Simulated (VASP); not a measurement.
# Hf (Fm-3m) in VASP: further runs

Hf is run at these levels: LDA, PBEsol; tasks: single point.

All numbers are computed with VASP 6.6.1; they aren't measurements. Logs are shortened: lines on timing, memory, paths and dates and some standing lists are left out, and cuts for length are marked.

**1. The cell of the first run**

Symmetry: Fm-3m, No. 225, cubic system. Conventional cell: a = 4.349 Å, b = 4.349 Å, c = 4.349 Å, α = 90.00°, β = 90.00°, γ = 90.00°. Hf (site symmetry m-3m) has 12 Hf at 3.08 Å within 4.0 Å.

**2. Single point, LDA (volume scaled by 0.94)**

INCAR reads:

```
SYSTEM = Hf
ALGO = Normal
EDIFF = 1E-7
ENCUT = 520
GGA = CA
ISIF = 2
ISMEAR = -1
LASPH = .TRUE.
LCHARG = .FALSE.
LREAL = .FALSE.
LWAVE = .FALSE.
NBANDS = 11
NELM = 80
PREC = Accurate
SIGMA = 0.05
```

KPOINTS reads:

```
k-points
0
G
  10 10 10
  0 0 0
```

POSCAR reads:

```
Hf
1.0
    0.0000000000      2.1746811613      2.1746811613
    2.1746811613      0.0000000000      2.1746811613
    2.1746811613      2.1746811613      0.0000000000
Hf
1
Direct
    0.0000000000      0.0000000000      0.0000000000
```

Potentials or basis: VASP PAW LDA potentials, release 64 (Hf_pv).

Command:

```console
cat potpaw_LDA.64/Hf_pv/POTCAR > POTCAR
mpirun -np 1 vasp_std > vasp.out
```

OUTCAR:

```text
SYSTEM = Hf
   EDIFF = 1E-7
   ENCUT = 520
   GGA = CA
   ISIF = 2
   ISMEAR = -1
   LASPH = .TRUE.
   LREAL = .FALSE.
   NELM = 80
   PREC = Accurate

 ion  position               nearest neighbor table
   1  0.000  0.000  0.000-

  LATTYP: Found a face centered cubic cell.
 ALAT       =     4.3493623226

  Lattice vectors:

 A1 = (   0.0000000000,   2.1746811613,   2.1746811613)
 A2 = (   2.1746811613,   0.0000000000,   2.1746811613)
 A3 = (   2.1746811613,   2.1746811613,   0.0000000000)

Analysis of symmetry for initial positions (statically):
=====================================================================
 Subroutine PRICEL returns:
 Original cell was already a primitive cell.

 Routine SETGRP: Setting up the symmetry group for a
 face centered cubic supercell.

 Subroutine GETGRP returns: Found 48 space group operations
 (whereof 48 operations were pure point group operations)
 out of a pool of 48 trial point group operations.

The static configuration has the point symmetry O_h .

Analysis of symmetry for dynamics (positions and initial velocities):
=====================================================================
 Subroutine PRICEL returns:
 Original cell was already a primitive cell.

 Routine SETGRP: Setting up the symmetry group for a
 face centered cubic supercell.

 Subroutine GETGRP returns: Found 48 space group operations
 (whereof 48 operations were pure point group operations)
 out of a pool of 48 trial point group operations.

The dynamic configuration has the point symmetry O_h .

 Subroutine INISYM returns: Found 48 space group operations
 (whereof 48 operations are pure point group operations),
 and found     1 'primitive' translations

----------------------------------------------------------------------------------------

                                     Primitive cell

  volume of cell :      20.5692

  direct lattice vectors                    reciprocal lattice vectors
     0.000000000  2.174681161  2.174681161    -0.229918762  0.229918762  0.229918762
     2.174681161  0.000000000  2.174681161     0.229918762 -0.229918762  0.229918762
     2.174681161  2.174681161  0.000000000     0.229918762  0.229918762 -0.229918762

  length of vectors
     3.075463592  3.075463592  3.075463592     0.398230977  0.398230977  0.398230977

  position of ions in fractional coordinates (direct lattice)
     0.000000000  0.000000000  0.000000000

  ion indices of the primitive-cell ions
   primitive index   ion index
                 1           1

----------------------------------------------------------------------------------------

 KPOINTS: k-points

Automatic generation of k-mesh.
 Grid dimensions read from file:
 generate k-points for:   10   10   10

 Generating k-lattice:

  Cartesian coordinates                     Fractional coordinates (reciprocal lattice)
    -0.022991876  0.022991876  0.022991876     0.100000000  0.000000000  0.000000000
     0.022991876 -0.022991876  0.022991876     0.000000000  0.100000000  0.000000000
     0.022991876  0.022991876 -0.022991876     0.000000000  0.000000000  0.100000000

  Length of vectors
     0.039823098  0.039823098  0.039823098

  Shift w.r.t. Gamma in fractional coordinates (k-lattice)
     0.000000000  0.000000000  0.000000000

 Subroutine IBZKPT returns following result:
 ===========================================

 Found     47 irreducible k-points:

 Following reciprocal coordinates:
            Coordinates               Weight
  0.000000  0.000000  0.000000      1.000000
  0.100000  0.000000  0.000000      8.000000
  0.200000  0.000000  0.000000      8.000000
  0.300000  0.000000  0.000000      8.000000
  0.400000  0.000000  0.000000      8.000000
  0.500000  0.000000  0.000000      4.000000
[... 16 lines left out ...]
  0.300000  0.300000  0.000000      6.000000
  0.400000  0.300000  0.000000     24.000000
 [... further k-points ...]
   k-points           NKPTS =     47   k-points in BZ     NKDIM =     47   number of bands    NBANDS=     11
   number of dos      NEDOS =    301   number of ions     NIONS =      1
   total plane-waves  NPLWV =  13824
   dimension x,y,z NGX =    24 NGY =   24 NGZ =   24
   dimension x,y,z NGXF=    48 NGYF=   48 NGZF=   48
   ions per type =               1
   NGX,Y,Z   is equivalent  to a cutoff of  12.97, 12.97, 12.97 a.u.
   NGXF,Y,Z  is equivalent  to a cutoff of  25.95, 25.95, 25.95 a.u.
 SYSTEM =  Hf
   PREC   = accura    normal or accurate (medium, high low for compatibility)
   ISTART =      0    job   : 0-new  1-cont  2-samecut
   ICHARG =      2    charge: 1-file 2-atom 10-const
   ISPIN  =      1    spin polarized calculation?
   LNONCOLLINEAR =      F non collinear calculations
   LSORBIT =      F    spin-orbit coupling
   LASPH  =      T    aspherical Exc in radial PAW
   ENCUT  =  520.0 eV  38.22 Ry    6.18 a.u.   5.72  5.72  5.72*2*pi/ulx,y,z
   NELM   =     80;   NELMIN=  2; NELMDL= -5     # of ELM steps
   EDIFF  = 0.1E-06   stopping-criterion for ELM
   LREAL  =      F    real-space projection
   EDIFFG = 0.1E-05   stopping-criterion for IOM
   NSW    =      0    number of steps for IOM
   IBRION =     -1    ionic relax: 0-MD 1-quasi-New 2-CG
   NFREE  =      0    steps in history (QN), initial steepest desc. (CG)
   ISIF   =      2    stress and relaxation
   ISYM   =      2    0-nonsym 1-usesym 2-fastsym
   POTIM  = 0.5000    time-step for ionic-motion
   TEBEG  =    0.0;   TEEND  =   0.0 temperature during run
   PSTRESS=    0.0 pullay stress
   NELECT =      10.0000    total number of electrons
   NUPDOWN=      -1.0000    fix difference up-down
   EMIN   =  10.00;   EMAX   =-10.00  energy-range for DOS
   EFERMI =   0.00;   METHOD = LEGACY
   ISMEAR =    -1;   SIGMA  =   0.05  broadening in eV -4-tet -1-fermi 0-gaus
   EFERMI_NEDOS =   21; number of points for ismear=-14 and -15
   IALGO  =     38    algorithm
   IMIX   =      4    mixing-type and parameters
     AMIX     =   0.40;   BMIX     =  1.00
     AMIX_MAG =   1.60;   BMIX_MAG =  1.00
  volume/ion in A,a.u.               =      20.57       138.81
  Fermi-wavevector in a.u.,A,eV,Ry     =   1.287269  2.432585 22.545683  1.657061
  Thomas-Fermi vector in A             =   2.419293
   LORBIT       =      0    0 simple, 1 ext, 2 COOP (PROOUT), +10 PAW based schemes
   GGA     = CA    functional components
   LHFCALC =     F    Hartree Fock is set to
   AEXX    =    0.0000 exact exchange contribution
   IVDW    =     0    specifies the selected vdW correction
   LEPSILON=     F    determine dielectric tensor
   LRPA    =     F    only Hartree local field effects (RPA)
 non-spin polarized calculation
  energy-cutoff  :      520.00
  volume of cell :       20.57
 maximum number of plane-waves:       568
   NGX = 11   NGY = 11   NGZ = 11

 number of electron      10.0000001 magnetization

 Free energy of the ion-electron system (eV)
  ---------------------------------------------------
  ext. energy  EPLUGINS =         0.00000000
  ---------------------------------------------------
  free energy    TOTEN  =       -10.63874860 eV

  energy without entropy =      -10.62737513  energy(sigma->0) =      -10.63306187

 E-fermi :   5.2300     XC(G=0): -11.8590

 val. band max:        5.1743092196   @ k =  -0.2000   0.1000   0.0000
 cond. band min:       5.2401414729   @ k =   0.3000   0.0000   0.0000
 fundamental gap:      0.0658322533
 Fermi energy:         5.2299876013

 k-point     1 :       0.0000    0.0000    0.0000
  band No.  band energies     occupation
      1     -24.3317      2.00000
      2     -24.3317      2.00000
      3     -24.3317      2.00000
      4      -2.1970      2.00000
      5       6.5834      0.00000
      6       6.5834      0.00000
      7       6.5834      0.00000
      8       9.6466      0.00000
      9       9.6466      0.00000
     10      16.9289      0.00000
     11      17.6202      0.00000

 k-point     2 :       0.1000    0.0000    0.0000
  band No.  band energies     occupation
      1     -24.4448      2.00000
      2     -24.3456      2.00000
      3     -24.3456      2.00000
      4      -1.8127      2.00000
      5       6.2228      0.00000
      6       6.7590      0.00000
      7       6.7590      0.00000
      8       9.4578      0.00000
      9       9.4578      0.00000
     10      17.6193      0.00000
     11      17.7408      0.00000

 k-point     3 :       0.2000    0.0000    0.0000
  band No.  band energies     occupation
      1     -24.7318      2.00000
      2     -24.3819      2.00000
      3     -24.3819      2.00000
      4      -0.7905      2.00000
      5       5.5427      0.00384
      6       7.0095      0.00000
      7       7.0095      0.00000
      8       9.3636      0.00000
      9       9.3636      0.00000
     10      17.6053      0.00000
     11      17.8316      0.00000

 k-point     4 :       0.3000    0.0000    0.0000
  band No.  band energies     occupation
      1     -25.0696      2.00000
      2     -24.4263      2.00000
      3     -24.4263      2.00000
      4       0.4297      2.00000
      5       5.2401      0.89881
      6       6.8129      0.00000
      7       6.8129      0.00000
      8      10.1381      0.00000
      9      10.1381      0.00000
     10      16.4564      0.00000
     11      17.6226      0.00000
[... 239 lines left out ...]
 k-point    22 :      -0.2000    0.2000    0.0000
  band No.  band energies     occupation
      1     -25.0154      2.00000
      2     -24.6394      2.00000
      3     -24.4205      2.00000
      4       1.1447      2.00000
      5       4.8264      1.99938
      6       5.9948      0.00000
      7       7.8451      0.00000
      8       8.3599      0.00000
      9      11.9304      0.00000
     10      17.6027      0.00000
     11      18.3504      0.00000

 k-point    23 :       0.3000    0.3000    0.0000
  band No.  band energies     occupation
      1     -25.0332      2.00000
      2     -24.5905      2.00000
      3     -24.5905      2.00000
      4       1.2032      2.00000
      5       3.7353      2.00000
      6       6.3637      0.00000
      7       9.3047      0.00000
      8       9.3047      0.00000
      9      11.0800      0.00000
     10      17.6156      0.00000
     11      20.8914      0.00000

 k-point    24 :       0.4000    0.3000    0.0000
  band No.  band energies     occupation
      1     -25.1722      2.00000
      2     -24.6699      2.00000
      3     -24.6337      2.00000
      4       1.8029      2.00000
      5       3.4601      2.00000
      6       6.2238      0.00000
      7       9.5764      0.00000
      8      10.7271      0.00000
      9      11.8725      0.00000
     10      17.5815      0.00000
     11      18.0301      0.00000

 [... further k-points ...]
[... 5 lines left out ...]
  --------------------------------------------------------------------------------------
  -------------------------------------------------------------------------------------
  Total        0.1561958      0.1561958      0.1561958      0.0000000     -0.0000000      0.0000000
  in kB       12.1664286     12.1664286     12.1664286      0.0000000     -0.0000000      0.0000000
  external PRESSURE =      12.1664286 kB  Pullay stress =       0.0000000 kB

 VOLUME and BASIS-vectors are now :
 -----------------------------------------------------------------------------
  energy-cutoff  :      520.00
  volume of cell :       20.57
      direct lattice vectors                 reciprocal lattice vectors
     0.000000000  2.174681161  2.174681161    -0.229918762  0.229918762  0.229918762
     2.174681161  0.000000000  2.174681161     0.229918762 -0.229918762  0.229918762
     2.174681161  2.174681161  0.000000000     0.229918762  0.229918762 -0.229918762

 POSITION                                       TOTAL-FORCE (eV/Angst)
 -----------------------------------------------------------------------------------
      0.00000      0.00000      0.00000         0.000000      0.000000      0.000000
 -----------------------------------------------------------------------------------
    total drift:                               -0.000000      0.000000      0.000000

  FREE ENERGIE OF THE ION-ELECTRON SYSTEM (eV)
  ---------------------------------------------------
  free  energy   TOTEN  =       -10.6387486026 eV

  energy  without entropy=      -10.6273751290  energy(sigma->0) =      -10.63306187
```

Run time: 5.8 s. Hardware: 1 thread of Intel Xeon Platinum 8259CL at 2.50GHz (Skylake/Cascade Lake), shared host; peak memory 0.13 GiB.

What came out:

```
Free energy            : -10.6387 eV
Pressure               : 1.2 GPa
Band gap on the k mesh : zero (band 5 reaches 6.58 eV, above the bottom of band 6 at 4.83 eV)
```

Caveat: spin-orbit coupling is left out, which moves the levels of the heavy elements.

**3. Single point, LDA (volume scaled by 0.96)**

INCAR reads:

```
SYSTEM = Hf
PREC     = Accurate       ! precision mode
ENCUT    = 520            ! plane-wave cutoff, eV
EDIFF    = 1E-6           ! SCF threshold, eV
ISMEAR   = -1             ! smearing method
SIGMA    = 0.05           ! smearing width, eV
LREAL    = .FALSE.        ! projectors in reciprocal space
LASPH    = .TRUE.         ! aspherical terms in the spheres
NELM     = 100            ! most SCF steps
ALGO     = Normal         ! electronic algorithm
ISIF     = 2              ! what is computed and relaxed
LWAVE    = .FALSE.        ! write WAVECAR
LCHARG   = .TRUE.         ! write CHGCAR
LELF     = .TRUE.         ! ELF
LVHAR    = .TRUE.       
NBANDS   = 11             ! bands
```

KPOINTS reads:

```
Automatic mesh
0
G
  10 10 10
  0 0 0
```

POSCAR reads:

```
Hf
1.0
    0.0000000000      2.1899963220      2.1899963220
    2.1899963220      0.0000000000      2.1899963220
    2.1899963220      2.1899963220      0.0000000000
Hf
1
Direct
    0.0000000000      0.0000000000      0.0000000000
```

Potentials or basis: VASP PAW LDA potentials, release 64 (Hf_pv).

Command:

```console
cat potpaw_LDA.64/Hf_pv/POTCAR > POTCAR
mpirun -np 1 vasp_std > vasp.out
```

Wall time 5.7 s (1 thread of Intel Xeon Platinum 8259CL at 2.50GHz (Skylake/Cascade Lake), shared host); peak memory 0.13 GiB.

It converged, with:

```yaml
Free_energy: -10.6386 eV
Pressure: -1.3 GPa
Band_gap_on_the_k_mesh: zero (band 5 reaches 6.42 eV, above the bottom of band 6 at 4.67 eV)
```

Levels at points of the mesh, in eV from the Fermi level:
```
           k point  band 2  band 3  band 4  band 5  band 6  band 7  band 8  band 9
(0.00, 0.00, 0.00)  -29.64  -29.64   -7.36    1.35    1.35    1.35    4.33    4.33
(0.50, 0.00, 0.00)  -29.77  -29.77   -3.82    0.95    1.09    1.09    6.66    6.66
(0.50, 0.50, 0.00)  -30.00  -30.00   -3.54   -2.40    3.01    6.65    7.36    7.36
```

Caveat: spin-orbit coupling is left out, which moves the levels of the heavy elements.

**4. Single point, LDA (volume scaled by 0.98)**

INCAR reads:

```
PREC = Accurate
ENCUT = 520
EDIFF = 1E-7
ISMEAR = -1
SIGMA = 0.05
LREAL = F
LASPH = T
NELM = 60
ALGO = Normal
ISIF = 2
LWAVE = F
LCHARG = T
LELF = T
LVHAR = T
NBANDS = 11
```

KPOINTS reads:

```
Automatic mesh
0
Gamma
  10 10 10
```

POSCAR reads:

```
Hf
1.0
    0.0000000000      2.2051002222      2.2051002222
    2.2051002222      0.0000000000      2.2051002222
    2.2051002222      2.2051002222      0.0000000000
Hf
1
Direct
    0.0000000000      0.0000000000      0.0000000000
```

Command:

```console
cat potpaw_LDA.64/Hf_pv/POTCAR > POTCAR
mpirun -np 1 vasp_std > vasp.out
```

Wall time 6.4 s (1 thread of Intel Xeon Platinum 8259CL at 2.50GHz (Skylake/Cascade Lake), shared host); peak memory 0.13 GiB.

The run converged. Its results:

| Property | Result |
| --- | --- |
| Free energy | -10.6319 eV |
| Pressure | -3.6 GPa |
| Band gap on the k mesh | zero (band 5 reaches 6.26 eV, above the bottom of band 6 at 4.52 eV) |

Levels at points of the mesh, in eV from the Fermi level:
```tsv
k point	band 2	band 3	band 4	band 5	band 6	band 7	band 8	band 9
(0.00, 0.00, 0.00)	-29.71	-29.71	-7.30	1.34	1.34	1.34	4.24	4.24
(0.50, 0.00, 0.00)	-29.84	-29.84	-3.76	0.87	1.09	1.09	6.50	6.50
(0.50, 0.50, 0.00)	-30.06	-30.06	-3.45	-2.32	2.88	6.50	7.18	7.18
```

Caveat: spin-orbit coupling is left out, which moves the levels of the heavy elements.

**5. Single point, PBEsol (volume scaled by 0.96)**

INCAR reads:

```
SYSTEM = Hf
  ALGO = Normal
  EDIFF = 1E-7
  ENCUT = 520
  GGA = PS
  ISIF = 2
  ISMEAR = -1
  LASPH = .TRUE.
  LCHARG = .FALSE.
  LREAL = .FALSE.
  LWAVE = .FALSE.
  NBANDS = 11
  NELM = 80
  PREC = Accurate
  SIGMA = 0.05
```

KPOINTS reads:

```
k-points
0
G
  10 10 10
  0 0 0
```

POSCAR reads:

```
Hf
1.0
    0.0000000000      2.1899963220      2.1899963220
    2.1899963220      0.0000000000      2.1899963220
    2.1899963220      2.1899963220      0.0000000000
Hf
1
Direct
    0.0000000000      0.0000000000      0.0000000000
```

Potentials or basis: VASP PAW PBE potentials, release 64 (Hf_pv).

Command:

```console
cat potpaw_PBE.64/Hf_pv/POTCAR > POTCAR
mpirun -np 1 vasp_std > vasp.out
```

It took 7.6 s on 1 thread of Intel Xeon Platinum 8259CL at 2.50GHz (Skylake/Cascade Lake), shared host; peak memory 0.14 GiB.

It converged, with:

```
Free energy            : -10.4380 eV
Pressure               : 2.6 GPa
Band gap on the k mesh : zero (band 5 reaches 6.44 eV, above the bottom of band 6 at 4.62 eV)
```

Levels at points of the mesh, in eV from the Fermi level:
| k point | band 1 | band 2 | band 3 | band 4 | band 5 | band 6 | band 7 | band 8 | band 9 | band 10 |
| --- | --- | --- | --- | --- | --- | --- | --- | --- | --- | --- |
| (0.00, 0.00, 0.00) | -29.73 | -29.73 | -29.73 | -7.44 | 1.41 | 1.41 | 1.41 | 4.42 | 4.42 | 11.58 |
| (0.50, 0.00, 0.00) | -30.74 | -29.87 | -29.87 | -3.84 | 0.82 | 1.16 | 1.16 | 6.75 | 6.75 | 10.17 |
| (0.50, 0.50, 0.00) | -30.68 | -30.10 | -30.10 | -3.54 | -2.37 | 2.89 | 6.76 | 7.45 | 7.45 | 10.44 |

Caveat: the PAW data sets were made with another functional, which shifts forces and pressure a little; spin-orbit coupling is left out, which moves the levels of the heavy elements.

**6. The runs side by side**

| level | potentials or basis | cell | gap on the mesh (eV) | pressure (GPa) |
| --- | --- | --- | --- | --- |
| LDA | VASP PAW LDA potentials, release 64 (Hf_pv) | a = 3.075 Å, angles 60.0°, 1 atom | none | 1.2 |
| LDA | VASP PAW LDA potentials, release 64 (Hf_pv) | a = 3.097 Å, angles 60.0°, 1 atom | none | -1.3 |
| LDA | VASP PAW LDA potentials, release 64 (Hf_pv) | a = 3.118 Å, angles 60.0°, 1 atom | none | -3.6 |
| PBEsol | VASP PAW PBE potentials, release 64 (Hf_pv) | a = 3.097 Å, angles 60.0°, 1 atom | none | 2.6 |

Alike in all rows: task single point; no spin polarisation; k mesh 10 × 10 × 10; cutoff (eV) 520; smearing fermi-dirac 0.05 eV.

Caveats: spin-orbit coupling is left out, which moves the levels of the heavy elements; the PAW data sets were made with another functional, which shifts forces and pressure a little (some runs).

Absolute energies hang on the potentials; compare differences alone.
